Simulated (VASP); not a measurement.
# Ti in VASP: notebook

Ti is run at these levels: r2SCAN; tasks: single point.

All numbers are computed with VASP 6.6.1; they aren't measurements. Logs are shortened: lines on timing, memory, paths and dates and some standing lists are left out, and cuts for length are marked.

**1. The cell of the first run**

The cell holds a wire or tube with vacuum around it, 2 atoms: a = 11.300 Å, b = 9.300 Å, c = 2.623 Å, α = 90.00°, β = 90.00°, γ = 90.00°.

**2. Single point, r2SCAN, collinear spin**

File POSCAR:

```
Ti
1.0
   11.3000000000      0.0000000000      0.0000000000
    0.0000000000      9.3000000000      0.0000000000
    0.0000000000      0.0000000000      2.6225641840
Ti
2
Direct
    0.4098274502      0.5000000000      0.0000000000
    0.5901725498      0.5000000000      0.5000000000
```

File INCAR.step1:

```
SYSTEM = Ti
  PREC = Accurate
  ENCUT = 520
  ISMEAR = 0
  SIGMA = 0.05
  LREAL = .False.
  LASPH = .True.
  NELM = 150
  ISPIN = 2
  MAGMOM = 1.5 1.5
  LMAXMIX = 4
  NBANDS = 23
  GGA = PE
  ALGO = Normal
  EDIFF = 1E-4
  LWAVE = .True.
  LCHARG = .False.
```

File INCAR.step2:

```
SYSTEM = Ti
  PREC = Accurate
  ENCUT = 520
  EDIFF = 1E-6
  ISMEAR = 0
  SIGMA = 0.05
  LREAL = .False.
  LASPH = .True.
  NELM = 150
  ALGO = Normal
  ISIF = 2
  LWAVE = .False.
  LCHARG = .True.
  ISPIN = 2
  MAGMOM = 1.5 1.5
  LORBIT = 11
  LMAXMIX = 4
  METAGGA = R2SCAN
  LMIXTAU = .True.
  LELF = .True.
  LVHAR = .True.
  NBANDS = 23
  ISTART = 1
```

File KPOINTS:

```
regular mesh
0
Gamma
  1 1 24
  0 0 0
```

Potentials or basis: VASP PAW PBE potentials, release 64 (Ti_sv).

Started as:

```sh
cat potpaw_PBE.64/Ti_sv/POTCAR > POTCAR
cp INCAR.step1 INCAR
mpirun -np 1 vasp_std > vasp.out
cp INCAR.step2 INCAR
mpirun -np 1 vasp_std > vasp.out
```

OUTCAR:

```text
SYSTEM = Ti
   PREC = Accurate
   ENCUT = 520
   EDIFF = 1E-6
   ISMEAR = 0
   LREAL = .False.
   LASPH = .True.
   NELM = 150
   ISIF = 2
   ISPIN = 2
   LORBIT = 11
   METAGGA = R2SCAN
   ISTART = 1

 ion  position               nearest neighbor table
   1  0.410  0.500  0.000-   2 2.42   2 2.42
   2  0.590  0.500  0.500-   1 2.42   1 2.42

  LATTYP: Found a simple orthorhombic cell.
 ALAT       =     2.6225641840
 B/A-ratio  =     3.5461477194
 C/A-ratio  =     4.3087601321

  Lattice vectors:

 A1 = (   0.0000000000,   0.0000000000,  -2.6225641840)
 A2 = (   0.0000000000,   9.3000000000,   0.0000000000)
 A3 = (  11.3000000000,   0.0000000000,   0.0000000000)

Analysis of symmetry for initial positions (statically):
=====================================================================
 Subroutine PRICEL returns:
 Original cell was already a primitive cell.

 Routine SETGRP: Setting up the symmetry group for a
 simple orthorhombic supercell.

 Subroutine GETGRP returns: Found  8 space group operations
 (whereof  4 operations were pure point group operations)
 out of a pool of  8 trial point group operations.

The static configuration has the point symmetry C_2v.
 The point group associated with its full space group is D_2h.

Analysis of symmetry for dynamics (positions and initial velocities):
=====================================================================
 Subroutine PRICEL returns:
 Original cell was already a primitive cell.

 Routine SETGRP: Setting up the symmetry group for a
 simple orthorhombic supercell.

 Subroutine GETGRP returns: Found  8 space group operations
 (whereof  4 operations were pure point group operations)
 out of a pool of  8 trial point group operations.

The dynamic configuration has the point symmetry C_2v.
 The point group associated with its full space group is D_2h.

Analysis of structural, dynamic, and magnetic symmetry:
=====================================================================
 Subroutine PRICEL returns:
 Original cell was already a primitive cell.

 Routine SETGRP: Setting up the symmetry group for a
 simple orthorhombic supercell.

 Subroutine GETGRP returns: Found  8 space group operations
 (whereof  4 operations were pure point group operations)
 out of a pool of  8 trial point group operations.

The overall configuration has the point symmetry C_2v.
 The point group associated with its full space group is D_2h.

 Subroutine INISYM returns: Found  8 space group operations
 (whereof  4 operations are pure point group operations),
 and found     1 'primitive' translations

[... 103 lines left out ...]
  volume/ion in A,a.u.               =     137.80       929.94
  Fermi-wavevector in a.u.,A,eV,Ry     =   0.725631  1.371245  7.164024  0.526541
  Thomas-Fermi vector in A             =   1.816402
   LORBIT       =     11    0 simple, 1 ext, 2 COOP (PROOUT), +10 PAW based schemes
   METAGGA = R2SCAN    functional components
   LHFCALC =     F    Hartree Fock is set to
   AEXX    =    0.0000 exact exchange contribution
   IVDW    =     0    specifies the selected vdW correction
   LEPSILON=     F    determine dielectric tensor
   LRPA    =     F    only Hartree local field effects (RPA)
 spin polarized calculation
 Gauss-broadening in eV      SIGMA  =   0.05
  energy-cutoff  :      520.00
  volume of cell :      275.61
 maximum number of plane-waves:      7460
   NGX = 43   NGY = 35   NGZ =  9

 number of electron      23.9999998 magnetization       0.3245985

 Free energy of the ion-electron system (eV)
  ---------------------------------------------------
  ext. energy  EPLUGINS =         0.00000000
  ---------------------------------------------------
  free energy    TOTEN  =       -20.70880201 eV

  energy without entropy =      -20.70640339  energy(sigma->0) =      -20.70760270

 E-fermi :  -1.9373     XC(G=0):  -2.9656

 val. band max:       -1.9990731689   @ k =   0.0000   0.0000   0.0833
 cond. band min:      -1.9340867123   @ k =   0.0000   0.0000   0.2917
 fundamental gap:      0.0649864566
 Fermi energy:        -1.9372510573

 spin component 1

 k-point     1 :       0.0000    0.0000    0.0000
  band No.  band energies     occupation
      1     -61.0003      1.00000
      2     -60.6988      1.00000
      3     -36.6955      1.00000
      4     -36.3010      1.00000
      5     -36.0807      1.00000
      6     -35.6855      1.00000
[... 327 lines left out ...]
     22       5.1930      0.00000
     23       5.6718      0.00000
 Fermi energy:        -1.9372510573

 spin component 2

 k-point     1 :       0.0000    0.0000    0.0000
  band No.  band energies     occupation
      1     -60.9623      1.00000
      2     -60.6589      1.00000
      3     -36.6598      1.00000
      4     -36.2644      1.00000
      5     -36.0420      1.00000
      6     -35.6371      1.00000
[... 327 lines left out ...]
     22       5.3182      0.00000
     23       5.6954      0.00000

------------------------ aborting loop because EDIFF is reached ----------------------------------------

  FORCE on cell =-STRESS in cart. coord.  units (eV):
  Direction    XX          YY          ZZ          XY          YZ          ZX
  --------------------------------------------------------------------------------------
  -------------------------------------------------------------------------------------
  Total        0.2208521     -0.0548362      0.0150946      0.0000000      0.0000000      0.0000000
  in kB        1.2838804     -0.3187795      0.0877497      0.0000000      0.0000000      0.0000000
  external PRESSURE =       0.3509502 kB  Pullay stress =       0.0000000 kB

 VOLUME and BASIS-vectors are now :
 -----------------------------------------------------------------------------
  energy-cutoff  :      520.00
  volume of cell :      275.61
      direct lattice vectors                 reciprocal lattice vectors
    11.300000000  0.000000000  0.000000000     0.088495575  0.000000000  0.000000000
     0.000000000  9.300000000  0.000000000     0.000000000  0.107526882  0.000000000
     0.000000000  0.000000000  2.622564184     0.000000000  0.000000000  0.381306206

 POSITION                                       TOTAL-FORCE (eV/Angst)
 -----------------------------------------------------------------------------------
      4.63105      4.65000      0.00000        -0.078251      0.000000      0.000000
      6.66895      4.65000      1.31128         0.078251      0.000000      0.000000
 -----------------------------------------------------------------------------------
    total drift:                                0.000000     -0.000000      0.000000

  FREE ENERGIE OF THE ION-ELECTRON SYSTEM (eV)
  ---------------------------------------------------
  free  energy   TOTEN  =       -20.7088020108 eV

  energy  without entropy=      -20.7064033941  energy(sigma->0) =      -20.70760270

 total charge

# of ion       s       p       d       tot
------------------------------------------
    1        2.277   6.028   2.093  10.398
    2        2.277   6.028   2.093  10.398
--------------------------------------------------
tot          4.554  12.056   4.185  20.795

 magnetization (x)

# of ion       s       p       d       tot
------------------------------------------
    1        0.006  -0.000   0.030   0.035
    2        0.006  -0.000   0.030   0.035
--------------------------------------------------
tot          0.011  -0.000   0.059   0.070
```

Wall time 13 min (1 thread of Intel Xeon 8259CL, shared host); peak memory 0.54 GiB.

What came out:

```
Free energy                                           : -20.7088 eV
Largest force                                         : 0.078 eV/Å
Net moment                                            : 0.32 μB per cell
Site moments                                          : Ti +0.04 μB
Valence electrons inside the program's atomic spheres : Ti 10.40
```

Forces on the atoms (eV/Å):
```
Ti  -0.078  0.000  0.000
Ti   0.078  0.000  0.000
```

Levels at points of the mesh, in eV from the Fermi level:
Spin up:
```tsv
k point	band 8	band 9	band 10	band 11	band 12	band 13	band 14	band 15	band 16	band 17
(0.00, 0.00, 0.00)	-33.41	-3.37	-2.34	-0.80	-0.41	-0.18	0.67	0.99	1.19	1.70
(0.00, 0.00, 0.50)	-33.83	-1.17	-1.17	-0.88	-0.88	1.86	1.86	2.23	2.23	2.29
```
Spin down:
```
           k point  band 10  band 11  band 12  band 13  band 14  band 15
(0.00, 0.00, 0.00)    -2.29    -0.83    -0.18     0.28     1.10     1.15
(0.00, 0.00, 0.50)    -1.14    -0.84    -0.84     2.07     2.07     2.28
```

Caveat: a moment this small can come from the mesh or the smearing; the PAW data sets were made with another functional, which shifts forces and pressure a little.

**3. Single point, r2SCAN, collinear spin**

This run uses another cell than the first one.

File POSCAR:

```
Ti
1.0
   11.3000000000      0.0000000000      0.0000000000
    0.0000000000      9.3000000000      0.0000000000
    0.0000000000      0.0000000000      2.6865904277
Ti
2
Direct
    0.3990678166      0.5000000000      0.0000000000
    0.6009321834      0.5000000000      0.5000000000
```

File INCAR.step1:

```
PREC = Accurate
ENCUT = 520
ISMEAR = 0
SIGMA = 0.05
LREAL = F
LASPH = T
NELM = 150
ISPIN = 2
MAGMOM = 1.5 1.5
LMAXMIX = 4
NBANDS = 23
GGA = PE
ALGO = Normal
EDIFF = 1E-4
LWAVE = T
LCHARG = F
```

File INCAR.step2:

```
PREC = Accurate
ENCUT = 520
EDIFF = 1E-6
ISMEAR = 0
SIGMA = 0.05
LREAL = F
LASPH = T
NELM = 150
ALGO = Normal
ISIF = 2
LWAVE = F
LCHARG = F
ISPIN = 2
MAGMOM = 1.5 1.5
LORBIT = 11
LMAXMIX = 4
METAGGA = R2SCAN
LMIXTAU = T
NBANDS = 23
ISTART = 1
```

File KPOINTS:

```
regular mesh
0
Gamma
  1 1 24
```

Potentials or basis: VASP PAW PBE potentials, release 64 (Ti_sv).

Started as:

```sh
cat potpaw_PBE.64/Ti_sv/POTCAR > POTCAR
cp INCAR.step1 INCAR
mpirun -np 1 vasp_std > vasp.out
cp INCAR.step2 INCAR
mpirun -np 1 vasp_std > vasp.out
```

OUTCAR:

```text
PREC = Accurate
   ENCUT = 520
   EDIFF = 1E-6
   ISMEAR = 0
   LREAL = F
   LASPH = T
   NELM = 150
   ISIF = 2
   ISPIN = 2
   LORBIT = 11
   METAGGA = R2SCAN
   ISTART = 1

 ion  position               nearest neighbor table
   1  0.399  0.500  0.000-   2 2.65   2 2.65
   2  0.601  0.500  0.500-   1 2.65   1 2.65

  LATTYP: Found a simple orthorhombic cell.
 ALAT       =     2.6865904277
 B/A-ratio  =     3.4616366917
 C/A-ratio  =     4.2060746899

  Lattice vectors:

 A1 = (   0.0000000000,   0.0000000000,  -2.6865904277)
 A2 = (   0.0000000000,   9.3000000000,   0.0000000000)
 A3 = (  11.3000000000,   0.0000000000,   0.0000000000)

Analysis of symmetry for initial positions (statically):
=====================================================================
 Subroutine PRICEL returns:
 Original cell was already a primitive cell.

 Routine SETGRP: Setting up the symmetry group for a
 simple orthorhombic supercell.

 Subroutine GETGRP returns: Found  8 space group operations
 (whereof  4 operations were pure point group operations)
 out of a pool of  8 trial point group operations.

The static configuration has the point symmetry C_2v.
 The point group associated with its full space group is D_2h.

Analysis of symmetry for dynamics (positions and initial velocities):
=====================================================================
 Subroutine PRICEL returns:
 Original cell was already a primitive cell.

 Routine SETGRP: Setting up the symmetry group for a
 simple orthorhombic supercell.

 Subroutine GETGRP returns: Found  8 space group operations
 (whereof  4 operations were pure point group operations)
 out of a pool of  8 trial point group operations.

The dynamic configuration has the point symmetry C_2v.
 The point group associated with its full space group is D_2h.

[... 136 lines left out ...]
 maximum number of plane-waves:      7658
   NGX = 43   NGY = 35   NGZ =  9

 number of electron      23.9999996 magnetization       0.0805494

 Free energy of the ion-electron system (eV)
  ---------------------------------------------------
  ext. energy  EPLUGINS =         0.00000000
  ---------------------------------------------------
  free energy    TOTEN  =       -20.43678950 eV

  energy without entropy =      -20.43050018  energy(sigma->0) =      -20.43364484

 E-fermi :  -1.8263     XC(G=0):  -3.0357

 val. band max:       -1.8349209147   @ k =   0.0000   0.0000   0.1250
 cond. band min:      -1.8084144413   @ k =   0.0000   0.0000   0.2917
 fundamental gap:      0.0265064733
 Fermi energy:        -1.8263100388

 spin component 1

 k-point     1 :       0.0000    0.0000    0.0000
  band No.  band energies     occupation
      1     -61.1819      1.00000
      2     -61.0624      1.00000
      3     -36.7141      1.00000
      4     -36.4928      1.00000
      5     -36.3952      1.00000
      6     -36.1383      1.00000
[... 327 lines left out ...]
     22       4.7304      0.00000
     23       5.3254      0.00000
 Fermi energy:        -1.8263100388

 spin component 2

 k-point     1 :       0.0000    0.0000    0.0000
  band No.  band energies     occupation
      1     -61.2083      1.00000
      2     -61.0885      1.00000
      3     -36.6861      1.00000
      4     -36.6034      1.00000
      5     -36.5067      1.00000
      6     -36.1048      1.00000
[... 327 lines left out ...]
     22       4.8963      0.00000
     23       5.2606      0.00000

------------------------ aborting loop because EDIFF is reached ----------------------------------------

  FORCE on cell =-STRESS in cart. coord.  units (eV):
  Direction    XX          YY          ZZ          XY          YZ          ZX
  --------------------------------------------------------------------------------------
  -------------------------------------------------------------------------------------
  Total       -3.9661419     -0.0342263     -2.2345293      0.0000000      0.0000000      0.0000000
  in kB      -22.5069151     -0.1942262    -12.6804243      0.0000000      0.0000000      0.0000000
  external PRESSURE =     -11.7938552 kB  Pullay stress =       0.0000000 kB

 VOLUME and BASIS-vectors are now :
 -----------------------------------------------------------------------------
  energy-cutoff  :      520.00
  volume of cell :      282.33
      direct lattice vectors                 reciprocal lattice vectors
    11.300000000  0.000000000  0.000000000     0.088495575  0.000000000  0.000000000
     0.000000000  9.300000000  0.000000000     0.000000000  0.107526882  0.000000000
     0.000000000  0.000000000  2.686590428     0.000000000  0.000000000  0.372218999

 POSITION                                       TOTAL-FORCE (eV/Angst)
 -----------------------------------------------------------------------------------
      4.50947      4.65000      0.00000         1.789409      0.000000      0.000000
      6.79053      4.65000      1.34330        -1.789409      0.000000      0.000000
 -----------------------------------------------------------------------------------
    total drift:                                0.000000     -0.000000      0.000000

  FREE ENERGIE OF THE ION-ELECTRON SYSTEM (eV)
  ---------------------------------------------------
  free  energy   TOTEN  =       -20.4367895009 eV

  energy  without entropy=      -20.4305001751  energy(sigma->0) =      -20.43364484

 total charge

# of ion       s       p       d       tot
------------------------------------------
    1        2.255   6.010   1.977  10.243
    2        2.255   6.010   1.977  10.243
--------------------------------------------------
tot          4.511  12.020   3.954  20.485

 magnetization (x)

# of ion       s       p       d       tot
------------------------------------------
    1        0.005  -0.000  -0.022  -0.018
    2        0.005  -0.000  -0.022  -0.018
--------------------------------------------------
tot          0.010  -0.001  -0.045  -0.036
```

OSZICAR.step1:

```text
N       E                     dE             d eps       ncg     rms          rms(c)
DAV:   1     0.179596284293E+03    0.17960E+03   -0.12026E+04  1580   0.800E+02
DAV:   2     0.169271740353E+02   -0.16267E+03   -0.15723E+03  1397   0.252E+02
DAV:   3    -0.888145547121E+01   -0.25809E+02   -0.25042E+02  2273   0.753E+01
[... 20 lines left out ...]
DAV:  24    -0.106551479608E+02   -0.17050E-02   -0.87145E-04  1335   0.104E-01    0.109E-01
DAV:  25    -0.106574577754E+02   -0.23098E-02   -0.15731E-03  1252   0.157E-01    0.759E-02
DAV:  26    -0.106584645594E+02   -0.10068E-02   -0.65677E-04  1181   0.883E-02    0.301E-02
DAV:  27    -0.106587362550E+02   -0.27170E-03   -0.11685E-04  1250   0.494E-02    0.279E-02
DAV:  28    -0.106588772480E+02   -0.14099E-03   -0.19268E-04  1009   0.719E-02    0.133E-02
DAV:  29    -0.106589098992E+02   -0.32651E-04   -0.81607E-05  1053   0.612E-02
   1 F= -.10658910E+02 E0= -.10657273E+02  d E =-.327441E-02  mag=     0.3288
```

Run time: 29 min. Hardware: 1 thread of Intel Xeon 8259CL, shared host; peak memory 0.58 GiB.

Results:

* Free energy: -20.4368 eV
* Largest force: 1.789 eV/Å
* Net moment: 0.08 μB per cell
* Valence electrons inside the program's atomic spheres: Ti 10.24

Forces in eV/Å, atoms in the order of the input:
```
Ti   1.789  0.000  0.000
Ti  -1.789  0.000  0.000
```

Caveat: a moment this small can come from the mesh or the smearing; the PAW data sets were made with another functional, which shifts forces and pressure a little.
